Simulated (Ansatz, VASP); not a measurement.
# One calculation of Ru, two programs

```
CELL_PARAMETERS angstrom
0.00000 1.91274 1.91274
1.91274 0.00000 1.91274
1.91274 1.91274 0.00000
ATOMIC_POSITIONS crystal
Ru 0.00000 0.00000 0.00000
```

Alike in both runs: functional revPBE; k mesh 14 × 14 × 14; occupations fermi-dirac, width 0.1 eV; no spin polarisation.

Ansatz relaxed the structure, and its values are those at the end. VASP's run is a single point on that final structure, the one shown.

```csv
,VASP,Ansatz
version,VASP 6.6.1,Ansatz 0.2.0
potentials or method,"VASP PAW PBE potentials, release 64 (Ru_pv), cutoff 520 eV","plane waves (420 eV) with PAW, scalar-relativistic"
valence electrons in the cell,14,16
```

VASP gave:

```
pressure (GPa) : -0.1
```

Which values does Ansatz return?

Pressure (GPa): 0.0.

VASP's potentials were made for PBE, not for revPBE. VASP's potentials hold 14 valence electrons a cell and Ansatz's 16, so a difference there can come from the potentials and not from the codes.
